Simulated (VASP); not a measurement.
Set up this calculation in VASP 6.6.1, as the native input.

- Task: single point
- Functional: PBE
- Potentials or basis: VASP PAW PBE potentials, release 64 (La, Hf_pv, O)
- Cutoff: 520 eV
- k mesh: 8 × 8 × 8
- Occupations: gaussian, width 0.1 eV
- Spin: no spin polarisation
- Dipole correction: no
- Further INCAR settings: ALGO = Normal; EDIFF = 1e-07; NBANDS = 45

The structure of La2Hf3O3 lies in POSCAR:

```
La2Hf3O3
1.0
   -3.1629373121      3.1629373121      4.4431013660
    3.1629373121     -3.1629373121      4.4431013660
    3.1629373121      3.1629373121     -4.4431013660
La Hf O
2 3 3
Direct
    0.7169686245      0.7169686245      0.0000000000
    0.2830313755      0.2830313755      0.0000000000
    0.7500000000      0.2500000000      0.5000000000
    0.2500000000      0.7500000000      0.5000000000
    0.0000000000      0.0000000000      0.0000000000
    0.5000000000      0.0000000000      0.5000000000
    0.0000000000      0.5000000000      0.5000000000
    0.5000000000      0.5000000000      0.0000000000
```

The cell was built from a structure type or drawn by symmetry, and may not be a known phase.

The input as run:

INCAR

```
PREC = Accurate ; ENCUT = 520
EDIFF = 1E-7 ; ISMEAR = 0
SIGMA = 0.1 ; LREAL = False
LASPH = True ; NELM = 100
ALGO = Normal ; ISIF = 2
LWAVE = False ; LCHARG = False
GGA = PE ; NBANDS = 45
```

KPOINTS

```
Automatic mesh
0
Gamma
  8 8 8
```

Potentials or basis: VASP PAW PBE potentials, release 64 (La, Hf_pv, O).

The run is started by

```console
$ cat potpaw_PBE.64/La/POTCAR potpaw_PBE.64/Hf_pv/POTCAR potpaw_PBE.64/O/POTCAR > POTCAR
$ mpirun -np 1 vasp_std > vasp.out
```

Results of the run:

- Pressure: -0.4 GPa
- Band gap on the k mesh: zero (bands 35 and 36 overlap by 1.25 eV)

Caveat: spin-orbit coupling is left out, which moves the levels of the heavy elements.

Run time: 20 min on 1 thread of AMD EPYC 7R43 64-Core Processor (Zen 3) (shared host), peak memory 0.56 GiB.
